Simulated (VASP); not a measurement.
# Ta3N (P-3m1) in VASP: settings compared

Aim: see how the results for Ta3N move with the level of theory and the settings. Levels: PBEsol, PBE+U. Tasks: vibrations by perturbation theory, density of states, single point.

All numbers are computed with VASP 6.6.1; they aren't measurements. Logs are shortened: lines on timing, memory, paths and dates and some standing lists are left out, and cuts for length are marked.

**1. The cell of the first run**

The structure is trigonal, space group P-3m1 (No. 164). The conventional cell has a = 3.032 Å, b = 3.032 Å, c = 7.524 Å, α = 90.00°, β = 90.00°, γ = 120.00°. Ta (site symmetry 3m) has 3 N at 2.19 Å within 2.9 Å. Ta (site symmetry -3m) has 12 Ta at 3.01 to 3.03 Å and 2 N at 3.76 Å within 4.0 Å. Within 2.9 Å of N (site symmetry -3m) lie 6 Ta at 2.19 Å.

**2. Vibrations by perturbation theory, PBEsol**

The input, INCAR:

```
SYSTEM = Ta3N
ALGO     = Normal         ! electronic algorithm
EDIFF    = 1E-8           ! SCF threshold, eV
ENCUT    = 520            ! plane-wave cutoff, eV
GGA      = PS             ! functional
IBRION   = 8              ! ionic algorithm
ISIF     = 2              ! what is computed and relaxed
ISMEAR   = -1             ! smearing method
LASPH    = .TRUE.         ! aspherical terms in the spheres
LCHARG   = .FALSE.        ! write CHGCAR
LREAL    = .FALSE.        ! projectors in reciprocal space
LWAVE    = .FALSE.        ! write WAVECAR
NELM     = 100            ! most SCF steps
NSW      = 1              ! ionic steps
PREC     = Accurate       ! precision mode
SIGMA    = 0.05           ! smearing width, eV
```

The input, KPOINTS:

```
k-points
0
G
  10 10 4
  0 0 0
```

The input, POSCAR:

```
Ta3N
1.0
    3.0322239879      0.0000000000      0.0000000000
   -1.5161119940      2.6259830035      0.0000000000
    0.0000000000      0.0000000000      7.5241370000
Ta N
3 1
Direct
    0.6666666667      0.3333333333      0.8260700000
    0.3333333333      0.6666666667      0.1739300000
    0.0000000000      0.0000000000      0.5000000000
    0.0000000000      0.0000000000      0.0000000000
```

Potentials or basis: VASP PAW PBE potentials, release 64 (Ta_pv, N).

On the command line:

```console
> cat potpaw_PBE.64/Ta_pv/POTCAR potpaw_PBE.64/N/POTCAR > POTCAR
> mpirun -np 1 vasp_std > vasp.out
```

OUTCAR:

```text
SYSTEM = Ta3N
   EDIFF = 1E-8
   ENCUT = 520
   GGA = PS
   IBRION = 8
   ISIF = 2
   ISMEAR = -1
   LASPH = .TRUE.
   LREAL = .FALSE.
   NELM = 100
   NSW = 1
   PREC = Accurate

 ion  position               nearest neighbor table
   1  0.667  0.333  0.826-   4 2.19   4 2.19   4 2.19   3 3.01   3 3.01   3 3.01   2 3.15   2 3.15
                             2 3.15
   2  0.333  0.667  0.174-   4 2.19   4 2.19   4 2.19   3 3.01   3 3.01   3 3.01   1 3.15   1 3.15
                             1 3.15
   3  0.000  0.000  0.500-   1 3.01   2 3.01   1 3.01   2 3.01   1 3.01   2 3.01
   4  0.000  0.000  0.000-   1 2.19   2 2.19   1 2.19   2 2.19   1 2.19   2 2.19

  LATTYP: Found a hexagonal cell.
 ALAT       =     3.0322239879
 C/A-ratio  =     2.4813922158

  Lattice vectors:

 A1 = (   3.0322239879,   0.0000000000,   0.0000000000)
 A2 = (  -1.5161119940,   2.6259830035,   0.0000000000)
 A3 = (   0.0000000000,   0.0000000000,   7.5241370000)

Analysis of symmetry for initial positions (statically):
=====================================================================
 Subroutine PRICEL returns:
 Original cell was already a primitive cell.

 Routine SETGRP: Setting up the symmetry group for a
 hexagonal supercell.

 Subroutine GETGRP returns: Found 12 space group operations
 (whereof 12 operations were pure point group operations)
 out of a pool of 24 trial point group operations.

The static configuration has the point symmetry D_3d.

Analysis of symmetry for dynamics (positions and initial velocities):
=====================================================================
 Subroutine PRICEL returns:
 Original cell was already a primitive cell.

 Routine SETGRP: Setting up the symmetry group for a
 hexagonal supercell.

 Subroutine GETGRP returns: Found 12 space group operations
 (whereof 12 operations were pure point group operations)
 out of a pool of 24 trial point group operations.

The dynamic configuration has the point symmetry D_3d.

 Subroutine INISYM returns: Found 12 space group operations
 (whereof 12 operations are pure point group operations),
 and found     1 'primitive' translations

----------------------------------------------------------------------------------------

                                     Primitive cell

  volume of cell :      59.9115

  direct lattice vectors                    reciprocal lattice vectors
     3.032223988  0.000000000  0.000000000     0.329790940  0.190404888  0.000000000
    -1.516111994  2.625983004  0.000000000     0.000000000  0.380809776  0.000000000
     0.000000000  0.000000000  7.524137000     0.000000000  0.000000000  0.132905608

  length of vectors
     3.032223988  3.032223988  7.524137000     0.380809776  0.380809776  0.132905608

  position of ions in fractional coordinates (direct lattice)
     0.666666667  0.333333333  0.826070000
     0.333333333  0.666666667  0.173930000
     0.000000000  0.000000000  0.500000000
     0.000000000  0.000000000  0.000000000

  ion indices of the primitive-cell ions
   primitive index   ion index
                 1           1
                 2           2
                 3           3
                 4           4

----------------------------------------------------------------------------------------

 KPOINTS: k-points

Automatic generation of k-mesh.
 Grid dimensions read from file:
 generate k-points for:   10   10    4

 Generating k-lattice:

  Cartesian coordinates                     Fractional coordinates (reciprocal lattice)
     0.032979094  0.019040489  0.000000000     0.100000000  0.000000000  0.000000000
     0.000000000  0.038080978  0.000000000     0.000000000  0.100000000  0.000000000
[... 75 lines left out ...]
   IALGO  =     38    algorithm
   IMIX   =      4    mixing-type and parameters
     AMIX     =   0.40;   BMIX     =  1.00
     AMIX_MAG =   1.60;   BMIX_MAG =  1.00
  volume/ion in A,a.u.               =      14.98       101.08
  Fermi-wavevector in a.u.,A,eV,Ry     =   1.406585  2.658061 26.918884  1.978482
  Thomas-Fermi vector in A             =   2.528931
   LORBIT       =      0    0 simple, 1 ext, 2 COOP (PROOUT), +10 PAW based schemes
   GGA     = PS    functional components
   LHFCALC =     F    Hartree Fock is set to
   AEXX    =    0.0000 exact exchange contribution
   IVDW    =     0    specifies the selected vdW correction
   LEPSILON=     F    determine dielectric tensor
   LRPA    =     F    only Hartree local field effects (RPA)
 non-spin polarized calculation
  energy-cutoff  :      520.00
  volume of cell :       59.91
 maximum number of plane-waves:      1642
 NGX is ok and might be reduce to    24
   NGX = 11   NGY = 11   NGZ = 27

--------------------------------------- Ionic step        1  -------------------------------------------

 number of electron      38.0000001 magnetization

 Free energy of the ion-electron system (eV)
  ---------------------------------------------------
  ext. energy  EPLUGINS =         0.00000000
  ---------------------------------------------------
  free energy    TOTEN  =       -48.38926839 eV

  energy without entropy =      -48.36413090  energy(sigma->0) =      -48.37669964

 E-fermi :   6.4748     XC(G=0): -12.8099

 val. band max:        6.4524756324   @ k =   0.2000   0.0000   0.0000
 cond. band min:       6.4754373567   @ k =   0.2000   0.2000   0.0000
 fundamental gap:      0.0229617243
 Fermi energy:         6.4748352267

 k-point     1 :       0.0000    0.0000    0.0000
  band No.  band energies     occupation
      1     -28.6494      2.00000
      2     -28.3617      2.00000
      3     -28.0254      2.00000
      4     -28.0254      2.00000
      5     -27.9960      2.00000
      6     -27.9960      2.00000
[... 613 lines left out ...]
     22       9.4344      0.00000
     23      10.7310      0.00000

 [... further k-points ...]
[... 5 lines left out ...]
  --------------------------------------------------------------------------------------
  -------------------------------------------------------------------------------------
  Total       -2.9723651     -2.9723651     -2.7625750      0.0000000      0.0000000     -0.0000000
  in kB      -79.4882337    -79.4882337    -73.8779400      0.0000000      0.0000000     -0.0000000
  external PRESSURE =     -77.6181358 kB  Pullay stress =       0.0000000 kB

 VOLUME and BASIS-vectors are now :
 -----------------------------------------------------------------------------
  energy-cutoff  :      520.00
  volume of cell :       59.91
      direct lattice vectors                 reciprocal lattice vectors
     3.032223988  0.000000000  0.000000000     0.329790940  0.190404888  0.000000000
    -1.516111994  2.625983004  0.000000000     0.000000000  0.380809776  0.000000000
     0.000000000  0.000000000  7.524137000     0.000000000  0.000000000  0.132905608

 POSITION                                       TOTAL-FORCE (eV/Angst)
 -----------------------------------------------------------------------------------
      1.51611      0.87533      6.21546        -0.000000      0.000000      0.342002
     -0.00000      1.75066      1.30867        -0.000000      0.000000     -0.342002
      0.00000      0.00000      3.76207         0.000000      0.000000      0.000000
      0.00000      0.00000      0.00000         0.000000      0.000000      0.000000
 -----------------------------------------------------------------------------------
    total drift:                                0.000000     -0.000000      0.000000

  FREE ENERGIE OF THE ION-ELECTRON SYSTEM (eV)
  ---------------------------------------------------
  free  energy   TOTEN  =       -48.3892683853 eV

  energy  without entropy=      -48.3641309018  energy(sigma->0) =      -48.37669964

[... ionic steps 2 to 12 ...]

--------------------------------------- Ionic step       13  -------------------------------------------

------------------------ aborting loop because EDIFF is reached ----------------------------------------

[... ionic steps 14 to 14 ...]

--------------------------------------- Ionic step       15  -------------------------------------------

 Free energy of the ion-electron system (eV)
  ---------------------------------------------------
  ---------------------------------------------------
  free energy    TOTEN  =        -0.25531021 eV

  energy without entropy =       -0.25531019

------------------------ aborting loop because EDIFF is reached ----------------------------------------

 INTERNAL STRAIN TENSOR  FOR ION    4  DIRECTION 3   (eV/Angst):
 -----------------------------------------------------------------------------
    -0.01286  0.00000  0.00000
     0.00000 -0.01286 -0.00000
     0.00000  0.00000  0.01417

 INTERNAL STRAIN TENSOR FOR ION    4 for displacements in x,y,z  (eV/Angst):
          X           Y           Z          XY          YZ          ZX
  --------------------------------------------------------------------------------
  x     0.00000     0.00000     0.00000     0.00000     0.00000     0.00000
  y     0.00000     0.00000     0.00000     0.00000     0.00000     0.00000
  z     0.00000     0.00000     0.00000     0.00000     0.00000     0.00000

 SECOND DERIVATIVES (NOT SYMMETRIZED)
 ------------------------------------
               1X          1Y          1Z          2X          2Y          2Z          3X          3Y          3Z          4X          4Y          4Z
  1X    -5.761296    0.000000    0.000000   -0.170749    0.000000    0.000000    0.064604   -0.000000    0.000000    5.867441   -0.000000   -0.000000
  1Y     0.000000   -5.761296    0.000000    0.000000   -0.170749   -0.000000   -0.000000    0.064604    0.000000   -0.000000    5.867441    0.000000
  1Z     0.000000    0.000000  -15.196726    0.000000    0.000000    1.937535   -0.000000   -0.000000    6.277564   -0.000000    0.000000    6.981627
  2X    -0.170749    0.000000    0.000000   -5.761296    0.000000    0.000000    0.064604   -0.000000    0.000000    5.867441   -0.000000   -0.000000
  2Y     0.000000   -0.170749   -0.000000    0.000000   -5.761296    0.000000   -0.000000    0.064604    0.000000   -0.000000    5.867441    0.000000
  2Z     0.000000    0.000000    1.937535    0.000000    0.000000  -15.196726   -0.000000   -0.000000    6.277564   -0.000000    0.000000    6.981627
  3X     0.071495   -0.000000    0.000000    0.071495   -0.000000    0.000000   -0.597613    0.000000    0.000000    0.454623   -0.000000    0.000000
  3Y    -0.000000    0.071495    0.000000   -0.000000    0.071495    0.000000    0.000000   -0.597613    0.000000   -0.000000    0.454623    0.000000
  3Z     0.000000   -0.000000    6.282234    0.000000   -0.000000    6.282234   -0.000000    0.000000  -13.843842   -0.000000    0.000000    1.279373
  4X     5.857434   -0.000000    0.000000    5.857434   -0.000000    0.000000    0.448584   -0.000000    0.000000  -12.163452    0.000000    0.000000
  4Y    -0.000000    5.857434    0.000000   -0.000000    5.857434    0.000000   -0.000000    0.448584    0.000000    0.000000  -12.163452    0.000000
  4Z     0.000000    0.000000    6.973193    0.000000    0.000000    6.973193    0.000000    0.000000    1.275937    0.000000    0.000000  -15.222324

 Eigenvectors and eigenvalues of the dynamical matrix
 ----------------------------------------------------

   1 f  =   16.574683 THz   104.141808 2PiTHz  552.871929 cm-1    68.547352 meV
             X         Y         Z           dx          dy          dz
      1.516112  0.875328  6.215464    -0.000000    0.000000   -0.129184
     -0.000000  1.750655  1.308673    -0.000000    0.000000   -0.129184
      0.000000  0.000000  3.762068    -0.000000    0.000000   -0.015261
      0.000000  0.000000  0.000000     0.000000   -0.000000    0.983051
[... 71 lines left out ...]
  12 f/i=    0.008605 THz     0.054068 2PiTHz    0.287037 cm-1     0.035588 meV
             X         Y         Z           dx          dy          dz
      1.516112  0.875328  6.215464    -0.571963    0.035469   -0.000000
     -0.000000  1.750655  1.308673    -0.571963    0.035469   -0.000000
      0.000000  0.000000  3.762068    -0.562627    0.034891   -0.000000
      0.000000  0.000000  0.000000    -0.159174    0.009871   -0.000000

--------------------------------------------------------------------------------------------------------

 ELASTIC MODULI CONTR FROM IONIC RELAXATION (kBar)
 Direction    XX          YY          ZZ          XY          YZ          ZX
 --------------------------------------------------------------------------------
 XX        -360.2180   -182.8715      2.9603      0.0000    115.1628     -0.0000
 YY        -182.8715   -360.2180      2.9603      0.0000   -115.1628      0.0000
 ZZ           2.9603      2.9603     -0.0323     -0.0000     -0.0000     -0.0000
 XY           0.0000      0.0000     -0.0000    -88.6732      0.0000    214.0598
 YZ         115.1628   -115.1628     -0.0000      0.0000   -149.5657      0.0000
 ZX          -0.0000      0.0000     -0.0000    214.0598      0.0000   -516.7469
 --------------------------------------------------------------------------------
```

Run time: 17 min. Hardware: 1 thread of AMD EPYC 9R45 (Zen 5), shared host; peak memory 0.6 GiB.

What came out:

* Highest phonon frequency at Γ, LO-TO splitting left out: 553 cm⁻¹

Phonon frequencies in cm⁻¹ (negative: imaginary):
| q point | frequencies |
| --- | --- |
| (0.000, 0.000, 0.000) | 0 0 0 36 36 92 92 160 175 495 495 553 |

Caveat: the cell wasn't relaxed at this level first, which shifts response properties; the PAW data sets were made with another functional, which shifts forces and pressure a little; spin-orbit coupling is left out, which moves the levels of the heavy elements.

(Continued in part 2 of 3.)
